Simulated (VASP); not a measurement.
# BN (P1) in VASP: relaxation of cell and atoms with PBE

Aim: the relaxation of cell and atoms of BN with PBE.

All numbers are computed with VASP 6.6.1; they aren't measurements. Logs are shortened: lines on timing, memory, paths and dates and some standing lists are left out, and cuts for length are marked.

## (1) The cell of the first run

The typed cell holds 4 atoms: a = 2.543 Å, b = 3.591 Å, c = 3.880 Å, α = 113.72°, β = 98.68°, γ = 104.66°.

The cell was generated, and may not be a known phase.

## (2) Relaxation of cell and atoms, PBE

File INCAR:

```
  ALGO = Normal
  EDIFF = 1E-7
  EDIFFG = -0.01
  ENCUT = 600
  GGA = PE
  IBRION = 2
  ISIF = 3
  ISMEAR = 0
  LASPH = T
  LCHARG = F
  LREAL = F
  LWAVE = F
  NELM = 60
  NSW = 100
  PREC = Accurate
  SIGMA = 0.02
```

File KPOINTS:

```
k-points
0
Gamma
  12 10 8
```

File POSCAR:

```
BN
1.0
    2.5431291051      0.0000000000      0.0000000000
   -0.9088354227      3.4739953892      0.0000000000
   -0.5853890571     -1.7662882164      3.4050074261
B N
2 2
Direct
    0.2283028556      0.5325140908      0.5771804308
    0.0280983487      0.2863562849      0.0699559320
    0.8402462380      0.7695069045      0.8116502115
    0.5415378577      0.4116227199      0.9030281257
```

Potentials or basis: VASP PAW PBE potentials, release 64 (B, N).

Run with:

```sh
$ cat potpaw_PBE.64/B/POTCAR potpaw_PBE.64/N/POTCAR > POTCAR
$ mpirun -np 1 vasp_std > vasp.out
```

OUTCAR:

```text
EDIFF = 1E-7
   EDIFFG = -0.01
   ENCUT = 600
   GGA = PE
   IBRION = 2
   ISIF = 3
   ISMEAR = 0
   LASPH = T
   LREAL = F
   NELM = 60
   NSW = 100
   PREC = Accurate

 ion  position               nearest neighbor table
   1  0.228  0.533  0.577-   3 1.50   3 1.61   4 1.65   2 1.73
   2  0.028  0.286  0.070-   4 1.56   4 1.59   3 1.61   1 1.73
   3  0.840  0.770  0.812-   1 1.50   4 1.52   2 1.61   1 1.61
   4  0.542  0.412  0.903-   3 1.52   2 1.56   2 1.59   1 1.65

  LATTYP: Found a triclinic cell.
 ALAT       =     2.5431291051
 B/A-ratio  =     2.7245607903
 C/A-ratio  =     1.5536048158
 COS(alpha) =     0.0129935496
 COS(beta)  =     0.2654770808
 COS(gamma) =     0.8652289852

  Lattice vectors:

 A1 = (  -2.5431291051,   0.0000000000,   0.0000000000)
 A2 = (  -5.9950936329,   3.4739953892,   0.0000000000)
 A3 = (  -1.0489046253,  -1.7077071728,  -3.4050074261)

Analysis of symmetry for initial positions (statically):
=====================================================================
 Subroutine PRICEL returns:
 Original cell was already a primitive cell.

 Routine SETGRP: Setting up the symmetry group for a
 triclinic supercell.

 Subroutine GETGRP returns: Found  1 space group operations
 (whereof  1 operations were pure point group operations)
 out of a pool of  2 trial point group operations.

The static configuration has the point symmetry C_1 .

Analysis of symmetry for dynamics (positions and initial velocities):
=====================================================================
 Subroutine PRICEL returns:
 Original cell was already a primitive cell.

 Routine SETGRP: Setting up the symmetry group for a
 triclinic supercell.

 Subroutine GETGRP returns: Found  1 space group operations
 (whereof  1 operations were pure point group operations)
 out of a pool of  2 trial point group operations.

The dynamic configuration has the point symmetry C_1 .

 Subroutine INISYM returns: Found  1 space group operations
 (whereof  1 operations are pure point group operations),
 and found     1 'primitive' translations

----------------------------------------------------------------------------------------

                                     Primitive cell

  volume of cell :      30.0826

[... 109 lines left out ...]
   IALGO  =     38    algorithm
   IMIX   =      4    mixing-type and parameters
     AMIX     =   0.40;   BMIX     =  1.00
     AMIX_MAG =   1.60;   BMIX_MAG =  1.00
  volume/ion in A,a.u.               =       7.52        50.75
  Fermi-wavevector in a.u.,A,eV,Ry     =   1.326405  2.506543 23.937425  1.759351
  Thomas-Fermi vector in A             =   2.455795
   LORBIT       =      0    0 simple, 1 ext, 2 COOP (PROOUT), +10 PAW based schemes
   GGA     = PE    functional components
   LHFCALC =     F    Hartree Fock is set to
   AEXX    =    0.0000 exact exchange contribution
   IVDW    =     0    specifies the selected vdW correction
   LEPSILON=     F    determine dielectric tensor
   LRPA    =     F    only Hartree local field effects (RPA)
 conjugate gradient relaxation of ions
 non-spin polarized calculation
 Gauss-broadening in eV      SIGMA  =   0.02
  energy-cutoff  :      600.00
  volume of cell :       30.08
 maximum number of plane-waves:      1023
   NGX = 11   NGY = 15   NGZ = 15

--------------------------------------- Ionic step        1  -------------------------------------------

 number of electron      16.0000000 magnetization

 Free energy of the ion-electron system (eV)
  ---------------------------------------------------
  ext. energy  EPLUGINS =         0.00000000
  ---------------------------------------------------
  free energy    TOTEN  =       -29.85307426 eV

  energy without entropy =      -29.85307426  energy(sigma->0) =      -29.85307426

------------------------ aborting loop because EDIFF is reached ----------------------------------------

  FORCE on cell =-STRESS in cart. coord.  units (eV):
  Direction    XX          YY          ZZ          XY          YZ          ZX
  --------------------------------------------------------------------------------------
  -------------------------------------------------------------------------------------
  Total       -0.0035072      0.0050243     -0.0365262      0.0416667     -0.0304576      0.0144794
  in kB       -0.1867895      0.2675896     -1.9453586      2.2191350     -1.6221495      0.7711627
  external PRESSURE =      -0.6215195 kB  Pullay stress =       0.0000000 kB
[... 139 lines left out ...]
--------------------------------------- Ionic step        5  -------------------------------------------

 number of electron      16.0000000 magnetization

 Free energy of the ion-electron system (eV)
  ---------------------------------------------------
  ext. energy  EPLUGINS =         0.00000000
  ---------------------------------------------------
  free energy    TOTEN  =       -29.85315402 eV

  energy without entropy =      -29.85315402  energy(sigma->0) =      -29.85315402

 E-fermi :   5.6367     XC(G=0): -11.3315

 val. band max:        5.5034479611   @ k =   0.1667   0.1000   0.3750
 cond. band min:       7.0834252385   @ k =   0.5000  -0.0000  -0.0000
 fundamental gap:      1.5799772774
 Fermi energy:         5.6366917562

 k-point     1 :       0.0000    0.0000    0.0000
  band No.  band energies     occupation
      1     -16.1256      2.00000
      2      -7.3116      2.00000
      3      -5.0755      2.00000
      4      -1.2622      2.00000
      5      -0.2203      2.00000
      6       1.3493      2.00000
      7       2.1609      2.00000
      8       2.9052      2.00000
      9      10.3664      0.00000
     10      12.0014      0.00000
     11      12.6311      0.00000
     12      14.5266      0.00000
[... 331 lines left out ...]
 k-point    24 :       0.3333    0.2000   -0.0000
  band No.  band energies     occupation
      1     -14.2491      2.00000
      2      -9.1690      2.00000
      3      -4.9017      2.00000
      4      -2.2639      2.00000
      5      -1.2816      2.00000
      6       1.0571      2.00000
      7       2.5096      2.00000
      8       4.0898      2.00000
      9       7.5738      0.00000
     10      10.2893      0.00000
     11      12.9459      0.00000
     12      15.7798      0.00000

 [... further k-points ...]

------------------------ aborting loop because EDIFF is reached ----------------------------------------

  FORCE on cell =-STRESS in cart. coord.  units (eV):
  Direction    XX          YY          ZZ          XY          YZ          ZX
  --------------------------------------------------------------------------------------
  -------------------------------------------------------------------------------------
  Total        0.0112653      0.0049422     -0.0040400      0.0015738     -0.0010163     -0.0010448
  in kB        0.6003058      0.2633615     -0.2152821      0.0838661     -0.0541568     -0.0556735
  external PRESSURE =       0.2161284 kB  Pullay stress =       0.0000000 kB
[... 19 lines left out ...]
  FREE ENERGIE OF THE ION-ELECTRON SYSTEM (eV)
  ---------------------------------------------------
  free  energy   TOTEN  =       -29.8531540219 eV

  energy  without entropy=      -29.8531540219  energy(sigma->0) =      -29.85315402

 reached required accuracy - stopping structural energy minimisation
```

OSZICAR:

```text
N       E                     dE             d eps       ncg     rms          rms(c)
DAV:   1     0.586336053099E+02    0.58634E+02   -0.90516E+03 11616   0.141E+03
DAV:   2    -0.274621455653E+02   -0.86096E+02   -0.79417E+02 15676   0.289E+02
DAV:   3    -0.311525857302E+02   -0.36904E+01   -0.36517E+01 15268   0.613E+01
[... 36 lines left out ...]
       N       E                     dE             d eps       ncg     rms          rms(c)
DAV:   1    -0.298531581440E+02   -0.80803E-05   -0.22590E-04 12576   0.152E-01    0.121E-02
DAV:   2    -0.298531544801E+02    0.36639E-05   -0.93588E-06 15104   0.365E-02    0.516E-03
DAV:   3    -0.298531541121E+02    0.36807E-06   -0.19758E-06 14780   0.134E-02    0.219E-03
DAV:   4    -0.298531540219E+02    0.90141E-07   -0.30280E-07 12644   0.625E-03
   5 F= -.29853154E+02 E0= -.29853154E+02  d E =-.123968E-04
```

Run time: 13 min. Hardware: 1 thread of Intel Xeon 8259CL, shared host; peak memory 0.31 GiB.

Results:

| Item | Value |
| --- | --- |
| Free energy | -29.8532 eV |
| Relaxed volume | 7.52 Å³/atom |
| Relaxed cell | a = 2.543 Å, b = 3.590 Å, c = 3.880 Å, α = 113.75°, β = 98.69°, γ = 104.63° |
| Space group after relaxing (to 0.1 Å) | P1 (No. 1) |
| Energy gained by relaxing | 0.0 meV/atom |
| Ionic steps | 5 |
| Pressure after relaxing | 0.0 GPa |
| Largest force after relaxing | 0.006 eV/Å |
| Band gap on the k mesh | 1.58 eV (least direct gap 2.69 eV) |

Forces in eV/Å, atoms in the order of the input:
```
B    0.000 -0.001 -0.003
B   -0.001  0.001  0.003
N    0.000 -0.003  0.004
N    0.001  0.003 -0.005
```

Final structure:
```
B N
1.0
     2.54288    0.00076    0.00007
    -0.90770    3.47364   -0.00092
    -0.58577   -1.76730    3.40401
B N
2 2
Cartesian
  -0.2413 0.8304 1.9642
  -0.2294 0.8706 0.2376
  0.9634 1.2398 2.7624
  0.4741 -0.1662 3.0738
```

A k mesh can miss the band edges.
